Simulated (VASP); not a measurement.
# InPt3C (Pm-3m) in VASP: notebook, part 2 of 3

VASP 6.6.1. Earlier steps stand in the parts before.

## Step 3: Single point, PBE

This run uses another cell than the first one, of 16.06 Å³/atom, 1.040 times its volume.

Input file INCAR:

```
SYSTEM = InPt3C
PREC = Accurate
ENCUT = 520
EDIFF = 1E-6
ISMEAR = 0
SIGMA = 0.1
LREAL = .FALSE.
LASPH = .TRUE.
NELM = 100
ALGO = Normal
ISIF = 2
LWAVE = .FALSE.
LCHARG = .FALSE.
GGA = PE
NBANDS = 32
```

Input file KPOINTS:

```
regular mesh
0
G
  6 6 6
  0 0 0
```

Input file POSCAR:

```
InPt3C
1.0
    4.3146305055      0.0000000000      0.0000000000
    0.0000000000      4.3146305055      0.0000000000
    0.0000000000      0.0000000000      4.3146305055
In Pt C
1 3 1
Direct
    0.0000000000      0.0000000000      0.0000000000
    0.5000000000      0.0000000000      0.5000000000
    0.5000000000      0.5000000000      0.0000000000
    0.0000000000      0.5000000000      0.5000000000
    0.5000000000      0.5000000000      0.5000000000
```

Potentials or basis: VASP PAW PBE potentials, release 64 (In_d, Pt, C).

Command:

```
$ cat potpaw_PBE.64/In_d/POTCAR potpaw_PBE.64/Pt/POTCAR potpaw_PBE.64/C/POTCAR > POTCAR
$ mpirun -np 1 vasp_std > vasp.out
```

OUTCAR:

```text
SYSTEM = InPt3C
   PREC = Accurate
   ENCUT = 520
   EDIFF = 1E-6
   ISMEAR = 0
   LREAL = .FALSE.
   LASPH = .TRUE.
   NELM = 100
   ISIF = 2
   GGA = PE

 ion  position               nearest neighbor table
   1  0.000  0.000  0.000-   2 3.05   3 3.05   4 3.05   2 3.05   4 3.05   3 3.05   4 3.05   4 3.05
                             2 3.05   3 3.05   2 3.05   3 3.05
   2  0.500  0.000  0.500-   5 2.16   5 2.16   4 3.05   1 3.05   1 3.05   3 3.05   3 3.05   4 3.05
                             3 3.05   3 3.05   1 3.05   4 3.05   1 3.05   4 3.05
   3  0.500  0.500  0.000-   5 2.16   5 2.16   4 3.05   1 3.05   2 3.05   4 3.05   2 3.05   1 3.05
                             2 3.05   2 3.05   1 3.05   4 3.05   4 3.05   1 3.05
   4  0.000  0.500  0.500-   5 2.16   5 2.16   3 3.05   1 3.05   1 3.05   3 3.05   1 3.05   2 3.05
                             1 3.05   2 3.05   3 3.05   2 3.05   3 3.05   2 3.05
   5  0.500  0.500  0.500-   2 2.16   3 2.16   4 2.16   3 2.16   2 2.16   4 2.16

  LATTYP: Found a simple cubic cell.
 ALAT       =     4.3146305055

  Lattice vectors:

 A1 = (   4.3146305055,   0.0000000000,   0.0000000000)
 A2 = (   0.0000000000,   4.3146305055,   0.0000000000)
 A3 = (   0.0000000000,   0.0000000000,   4.3146305055)

Analysis of symmetry for initial positions (statically):
=====================================================================
 Subroutine PRICEL returns:
 Original cell was already a primitive cell.

 Routine SETGRP: Setting up the symmetry group for a
 simple cubic supercell.

 Subroutine GETGRP returns: Found 48 space group operations
 (whereof 48 operations were pure point group operations)
 out of a pool of 48 trial point group operations.

The static configuration has the point symmetry O_h .

Analysis of symmetry for dynamics (positions and initial velocities):
=====================================================================
 Subroutine PRICEL returns:
 Original cell was already a primitive cell.

[... 128 lines left out ...]
     AMIX_MAG =   1.60;   BMIX_MAG =  1.00
  volume/ion in A,a.u.               =      16.06       108.41
  Fermi-wavevector in a.u.,A,eV,Ry     =   1.369295  2.587593 25.510517  1.874970
  Thomas-Fermi vector in A             =   2.495183
   LORBIT       =      0    0 simple, 1 ext, 2 COOP (PROOUT), +10 PAW based schemes
   GGA     = PE    functional components
   LHFCALC =     F    Hartree Fock is set to
   AEXX    =    0.0000 exact exchange contribution
   IVDW    =     0    specifies the selected vdW correction
   LEPSILON=     F    determine dielectric tensor
   LRPA    =     F    only Hartree local field effects (RPA)
 non-spin polarized calculation
 Gauss-broadening in eV      SIGMA  =   0.10
  energy-cutoff  :      520.00
  volume of cell :       80.32
 maximum number of plane-waves:      2192
   NGX = 17   NGY = 17   NGZ = 17

 number of electron      46.9999990 magnetization

 Free energy of the ion-electron system (eV)
  ---------------------------------------------------
  ext. energy  EPLUGINS =         0.00000000
  ---------------------------------------------------
  free energy    TOTEN  =       -28.73711981 eV

  energy without entropy =      -28.72004081  energy(sigma->0) =      -28.72858031

 E-fermi :   9.5165     XC(G=0): -12.2141

 val. band max:        9.4530135843   @ k =   0.5000   0.3333   0.0000
 cond. band min:       9.5411583160   @ k =   0.3333   0.3333   0.0000
 fundamental gap:      0.0881447318
 Fermi energy:         9.5165032283

 k-point     1 :       0.0000    0.0000    0.0000
  band No.  band energies     occupation
      1      -5.4508      2.00000
      2      -5.4508      2.00000
      3      -5.4329      2.00000
      4      -5.4329      2.00000
      5      -5.4329      2.00000
      6      -4.5535      2.00000
[... 689 lines left out ...]
     31      17.7562      0.00000
     32      17.7562      0.00000

------------------------ aborting loop because EDIFF is reached ----------------------------------------

  FORCE on cell =-STRESS in cart. coord.  units (eV):
  Direction    XX          YY          ZZ          XY          YZ          ZX
  --------------------------------------------------------------------------------------
  -------------------------------------------------------------------------------------
  Total       -3.7859152     -3.7859152     -3.7859152      0.0000000      0.0000000      0.0000000
  in kB      -75.5180272    -75.5180272    -75.5180272      0.0000000      0.0000000      0.0000000
  external PRESSURE =     -75.5180272 kB  Pullay stress =       0.0000000 kB

 VOLUME and BASIS-vectors are now :
 -----------------------------------------------------------------------------
  energy-cutoff  :      520.00
  volume of cell :       80.32
      direct lattice vectors                 reciprocal lattice vectors
     4.314630506  0.000000000  0.000000000     0.231769557  0.000000000  0.000000000
     0.000000000  4.314630506  0.000000000     0.000000000  0.231769557  0.000000000
     0.000000000  0.000000000  4.314630506     0.000000000  0.000000000  0.231769557

 POSITION                                       TOTAL-FORCE (eV/Angst)
 -----------------------------------------------------------------------------------
      0.00000      0.00000      0.00000         0.000000      0.000000      0.000000
      2.15732      0.00000      2.15732         0.000000      0.000000      0.000000
      2.15732      2.15732      0.00000         0.000000      0.000000      0.000000
      0.00000      2.15732      2.15732         0.000000      0.000000      0.000000
      2.15732      2.15732      2.15732         0.000000      0.000000      0.000000
 -----------------------------------------------------------------------------------
    total drift:                                0.000000     -0.000000     -0.000000

  FREE ENERGIE OF THE ION-ELECTRON SYSTEM (eV)
  ---------------------------------------------------
  free  energy   TOTEN  =       -28.7371198132 eV

  energy  without entropy=      -28.7200408101  energy(sigma->0) =      -28.72858031
```

It took 33 s on 1 thread of Intel Xeon Platinum 8259CL at 2.50GHz (Skylake/Cascade Lake), shared host; peak memory 0.2 GiB.

Results:

```
Free energy : -28.7371 eV
Pressure    : -7.6 GPa
```

Caveat: spin-orbit coupling is left out, which moves the levels of the heavy elements.

## Step 4: Single point, PBE

This run uses another cell than the first one, of 16.68 Å³/atom, 1.080 times its volume.

Input file INCAR:

```
SYSTEM = InPt3C
  PREC = Accurate
  ENCUT = 520
  EDIFF = 1E-6
  ISMEAR = 0
  SIGMA = 0.1
  LREAL = .FALSE.
  LASPH = .TRUE.
  NELM = 100
  ALGO = Normal
  ISIF = 2
  LWAVE = .FALSE.
  LCHARG = .FALSE.
  GGA = PE
  NBANDS = 32
```

KPOINTS is that of step 3.

Edit POSCAR of step 3 so:

```diff
@@ -2,5 +2,5 @@
 1.0
-    4.3146305055      0.0000000000      0.0000000000
-    0.0000000000      4.3146305055      0.0000000000
-    0.0000000000      0.0000000000      4.3146305055
+    4.3692518801      0.0000000000      0.0000000000
+    0.0000000000      4.3692518801      0.0000000000
+    0.0000000000      0.0000000000      4.3692518801
 In Pt C
```

Potentials or basis: VASP PAW PBE potentials, release 64 (In_d, Pt, C).

Command:

```
$ cat potpaw_PBE.64/In_d/POTCAR potpaw_PBE.64/Pt/POTCAR potpaw_PBE.64/C/POTCAR > POTCAR
$ mpirun -np 1 vasp_std > vasp.out
```

OUTCAR:

```text
SYSTEM = InPt3C
   PREC = Accurate
   ENCUT = 520
   EDIFF = 1E-6
   ISMEAR = 0
   LREAL = .FALSE.
   LASPH = .TRUE.
   NELM = 100
   ISIF = 2
   GGA = PE

 ion  position               nearest neighbor table
   1  0.000  0.000  0.000-   2 3.09   3 3.09   4 3.09   2 3.09   4 3.09   3 3.09   4 3.09   4 3.09
                             2 3.09   3 3.09   2 3.09   3 3.09
   2  0.500  0.000  0.500-   5 2.18   5 2.18   4 3.09   1 3.09   1 3.09   3 3.09   3 3.09   4 3.09
                             3 3.09   3 3.09   1 3.09   4 3.09   1 3.09   4 3.09
   3  0.500  0.500  0.000-   5 2.18   5 2.18   4 3.09   1 3.09   2 3.09   4 3.09   2 3.09   1 3.09
                             2 3.09   2 3.09   1 3.09   4 3.09   4 3.09   1 3.09
   4  0.000  0.500  0.500-   5 2.18   5 2.18   3 3.09   1 3.09   1 3.09   3 3.09   1 3.09   2 3.09
                             1 3.09   2 3.09   3 3.09   2 3.09   3 3.09   2 3.09
   5  0.500  0.500  0.500-   2 2.18   3 2.18   4 2.18   3 2.18   2 2.18   4 2.18

  LATTYP: Found a simple cubic cell.
 ALAT       =     4.3692518801

  Lattice vectors:

 A1 = (   4.3692518801,   0.0000000000,   0.0000000000)
 A2 = (   0.0000000000,   4.3692518801,   0.0000000000)
 A3 = (   0.0000000000,   0.0000000000,   4.3692518801)

Analysis of symmetry for initial positions (statically):
=====================================================================
 Subroutine PRICEL returns:
 Original cell was already a primitive cell.

 Routine SETGRP: Setting up the symmetry group for a
 simple cubic supercell.

 Subroutine GETGRP returns: Found 48 space group operations
[... 9 lines left out ...]

 Routine SETGRP: Setting up the symmetry group for a
 simple cubic supercell.

 Subroutine GETGRP returns: Found 48 space group operations
[... 11 lines left out ...]
                                     Primitive cell

  volume of cell :      83.4106

  direct lattice vectors                    reciprocal lattice vectors
     4.369251880  0.000000000  0.000000000     0.228872134  0.000000000  0.000000000
     0.000000000  4.369251880  0.000000000     0.000000000  0.228872134  0.000000000
     0.000000000  0.000000000  4.369251880     0.000000000  0.000000000  0.228872134

  length of vectors
     4.369251880  4.369251880  4.369251880     0.228872134  0.228872134  0.228872134

  position of ions in fractional coordinates (direct lattice)
     0.000000000  0.000000000  0.000000000
     0.500000000  0.000000000  0.500000000
     0.500000000  0.500000000  0.000000000
     0.000000000  0.500000000  0.500000000
     0.500000000  0.500000000  0.500000000

  ion indices of the primitive-cell ions
   primitive index   ion index
                 1           1
                 2           2
                 3           3
                 4           4
                 5           5

----------------------------------------------------------------------------------------

 KPOINTS: regular mesh

Automatic generation of k-mesh.
 Grid dimensions read from file:
 generate k-points for:    6    6    6

 Generating k-lattice:

  Cartesian coordinates                     Fractional coordinates (reciprocal lattice)
     0.038145356  0.000000000  0.000000000     0.166666667  0.000000000  0.000000000
     0.000000000  0.038145356  0.000000000     0.000000000  0.166666667  0.000000000
     0.000000000  0.000000000  0.038145356     0.000000000  0.000000000  0.166666667

  Length of vectors
     0.038145356  0.038145356  0.038145356

  Shift w.r.t. Gamma in fractional coordinates (k-lattice)
     0.000000000  0.000000000  0.000000000

 Subroutine IBZKPT returns following result:
 ===========================================

 Found     20 irreducible k-points:

 Following reciprocal coordinates:
            Coordinates               Weight
  0.000000  0.000000  0.000000      1.000000
  0.166667  0.000000  0.000000      6.000000
  0.333333  0.000000  0.000000      6.000000
  0.500000  0.000000  0.000000      3.000000
  0.166667  0.166667  0.000000     12.000000
  0.333333  0.166667  0.000000     24.000000
[... 12 lines left out ...]
  0.500000  0.500000  0.333333      6.000000
  0.500000  0.500000  0.500000      1.000000
   k-points           NKPTS =     20   k-points in BZ     NKDIM =     20   number of bands    NBANDS=     32
   number of dos      NEDOS =    301   number of ions     NIONS =      5
   total plane-waves  NPLWV =  32768
   dimension x,y,z NGX =    32 NGY =   32 NGZ =   32
   dimension x,y,z NGXF=    64 NGYF=   64 NGZF=   64
   ions per type =               1   3   1
   NGX,Y,Z   is equivalent  to a cutoff of  12.18, 12.18, 12.18 a.u.
   NGXF,Y,Z  is equivalent  to a cutoff of  24.35, 24.35, 24.35 a.u.
 SYSTEM =  InPt3C
   PREC   = accura    normal or accurate (medium, high low for compatibility)
   ISTART =      0    job   : 0-new  1-cont  2-samecut
   ICHARG =      2    charge: 1-file 2-atom 10-const
   ISPIN  =      1    spin polarized calculation?
   LNONCOLLINEAR =      F non collinear calculations
   LSORBIT =      F    spin-orbit coupling
   LASPH  =      T    aspherical Exc in radial PAW
   ENCUT  =  520.0 eV  38.22 Ry    6.18 a.u.   8.12  8.12  8.12*2*pi/ulx,y,z
   NELM   =    100;   NELMIN=  2; NELMDL= -5     # of ELM steps
   EDIFF  = 0.1E-05   stopping-criterion for ELM
   LREAL  =      F    real-space projection
   EDIFFG = 0.1E-04   stopping-criterion for IOM
   NSW    =      0    number of steps for IOM
   IBRION =     -1    ionic relax: 0-MD 1-quasi-New 2-CG
   NFREE  =      0    steps in history (QN), initial steepest desc. (CG)
   ISIF   =      2    stress and relaxation
   ISYM   =      2    0-nonsym 1-usesym 2-fastsym
   POTIM  = 0.5000    time-step for ionic-motion
   TEBEG  =    0.0;   TEEND  =   0.0 temperature during run
   PSTRESS=    0.0 pullay stress
   NELECT =      47.0000    total number of electrons
   NUPDOWN=      -1.0000    fix difference up-down
   EMIN   =  10.00;   EMAX   =-10.00  energy-range for DOS
   EFERMI =   0.00;   METHOD = LEGACY
   ISMEAR =     0;   SIGMA  =   0.10  broadening in eV -4-tet -1-fermi 0-gaus
   EFERMI_NEDOS =   21; number of points for ismear=-14 and -15
   IALGO  =     38    algorithm
   IMIX   =      4    mixing-type and parameters
     AMIX     =   0.40;   BMIX     =  1.00
     AMIX_MAG =   1.60;   BMIX_MAG =  1.00
  volume/ion in A,a.u.               =      16.68       112.58
  Fermi-wavevector in a.u.,A,eV,Ry     =   1.352177  2.555245 24.876674  1.828384
  Thomas-Fermi vector in A             =   2.479538
   LORBIT       =      0    0 simple, 1 ext, 2 COOP (PROOUT), +10 PAW based schemes
   GGA     = PE    functional components
   LHFCALC =     F    Hartree Fock is set to
   AEXX    =    0.0000 exact exchange contribution
   IVDW    =     0    specifies the selected vdW correction
   LEPSILON=     F    determine dielectric tensor
   LRPA    =     F    only Hartree local field effects (RPA)
 non-spin polarized calculation
 Gauss-broadening in eV      SIGMA  =   0.10
  energy-cutoff  :      520.00
  volume of cell :       83.41
 maximum number of plane-waves:      2272
   NGX = 17   NGY = 17   NGZ = 17

 number of electron      46.9999982 magnetization

 Free energy of the ion-electron system (eV)
  ---------------------------------------------------
  ext. energy  EPLUGINS =         0.00000000
  ---------------------------------------------------
  free energy    TOTEN  =       -28.54109714 eV

  energy without entropy =      -28.52452487  energy(sigma->0) =      -28.53281100

 E-fermi :   8.9058     XC(G=0): -12.0064

 val. band max:        8.8352180400   @ k =   0.5000   0.3333   0.0000
 cond. band min:       8.9171064815   @ k =   0.3333   0.3333   0.0000
 fundamental gap:      0.0818884415
 Fermi energy:         8.9058337523

 k-point     1 :       0.0000    0.0000    0.0000
  band No.  band energies     occupation
      1      -5.9576      2.00000
      2      -5.9576      2.00000
      3      -5.9424      2.00000
      4      -5.9424      2.00000
      5      -5.9424      2.00000
      6      -4.7526      2.00000
[... 24 lines left out ...]
     31      14.2408      0.00000
     32      17.6061      0.00000
[... 634 lines left out ...]
      2      -5.9677      2.00000
      3      -5.9677      2.00000
      4      -5.8927      2.00000
      5      -5.8927      2.00000
      6      -2.1130      2.00000
[... 24 lines left out ...]
     31      16.8576      0.00000
     32      16.8576      0.00000

------------------------ aborting loop because EDIFF is reached ----------------------------------------

  FORCE on cell =-STRESS in cart. coord.  units (eV):
  Direction    XX          YY          ZZ          XY          YZ          ZX
  --------------------------------------------------------------------------------------
  -------------------------------------------------------------------------------------
  Total       -6.6372286     -6.6372286     -6.6372286     -0.0000000     -0.0000000      0.0000000
  in kB     -127.4899968   -127.4899968   -127.4899968     -0.0000000     -0.0000000      0.0000000
  external PRESSURE =    -127.4899968 kB  Pullay stress =       0.0000000 kB

 VOLUME and BASIS-vectors are now :
 -----------------------------------------------------------------------------
  energy-cutoff  :      520.00
  volume of cell :       83.41
      direct lattice vectors                 reciprocal lattice vectors
     4.369251880  0.000000000  0.000000000     0.228872134  0.000000000  0.000000000
     0.000000000  4.369251880  0.000000000     0.000000000  0.228872134  0.000000000
     0.000000000  0.000000000  4.369251880     0.000000000  0.000000000  0.228872134

 POSITION                                       TOTAL-FORCE (eV/Angst)
 -----------------------------------------------------------------------------------
      0.00000      0.00000      0.00000         0.000000      0.000000      0.000000
      2.18463      0.00000      2.18463         0.000000      0.000000      0.000000
      2.18463      2.18463      0.00000         0.000000      0.000000      0.000000
      0.00000      2.18463      2.18463         0.000000      0.000000      0.000000
      2.18463      2.18463      2.18463         0.000000      0.000000      0.000000
 -----------------------------------------------------------------------------------
    total drift:                                0.000000     -0.000000     -0.000000

  FREE ENERGIE OF THE ION-ELECTRON SYSTEM (eV)
  ---------------------------------------------------
  free  energy   TOTEN  =       -28.5410971392 eV

  energy  without entropy=      -28.5245248701  energy(sigma->0) =      -28.53281100
```

OSZICAR:

```text
N       E                     dE             d eps       ncg     rms          rms(c)
DAV:   1     0.409071103816E+03    0.40907E+03   -0.21430E+04  1280   0.167E+03
DAV:   2     0.862563244737E+01   -0.40045E+03   -0.36927E+03  1424   0.437E+02
DAV:   3    -0.289180734062E+02   -0.37544E+02   -0.35382E+02  1504   0.122E+02
DAV:   4    -0.303897791369E+02   -0.14717E+01   -0.14657E+01  1472   0.241E+01
DAV:   5    -0.304547907609E+02   -0.65012E-01   -0.64994E-01  1896   0.521E+00    0.203E+01
DAV:   6    -0.287479555041E+02    0.17068E+01   -0.53381E+00  1632   0.192E+01    0.949E+00
DAV:   7    -0.285775151110E+02    0.17044E+00   -0.89520E-01  1496   0.627E+00    0.647E+00
DAV:   8    -0.285532767917E+02    0.24238E-01   -0.20172E-01  1600   0.275E+00    0.825E-01
DAV:   9    -0.285409960971E+02    0.12281E-01   -0.22510E-02  1608   0.111E+00    0.270E-01
DAV:  10    -0.285411138204E+02   -0.11772E-03   -0.58782E-03  1512   0.518E-01    0.143E-01
DAV:  11    -0.285411029815E+02    0.10839E-04   -0.27249E-04  1688   0.123E-01    0.318E-02
DAV:  12    -0.285410959038E+02    0.70777E-05   -0.31931E-05  1688   0.596E-02    0.136E-02
DAV:  13    -0.285410972252E+02   -0.13214E-05   -0.13813E-06  1096   0.937E-03    0.298E-03
DAV:  14    -0.285410971392E+02    0.85963E-07   -0.22082E-07   784   0.416E-03
   1 F= -.28541097E+02 E0= -.28532811E+02  d E =-.165723E-01
```

It took 33 s on 1 thread of Intel Xeon Platinum 8259CL at 2.50GHz (Skylake/Cascade Lake), shared host; peak memory 0.2 GiB.

Results:

```
Free energy : -28.5411 eV
Pressure    : -12.7 GPa
```

Levels at points of the mesh, in eV from the Fermi level:
```tsv
k point	band 22	band 23	band 24	band 25	band 26	band 27
(0.00, 0.00, 0.00)	-0.87	-0.87	-0.87	1.75	1.75	1.75
(0.50, 0.00, 0.00)	-0.87	-0.17	-0.17	0.89	2.31	3.23
(0.50, 0.50, 0.00)	-1.30	-0.44	-0.44	0.90	1.83	4.43
(0.50, 0.50, 0.50)	-1.02	-1.02	-1.02	0.78	0.82	0.82
```

Caveat: spin-orbit coupling is left out, which moves the levels of the heavy elements.

(Part 2 of 3 ends here.)
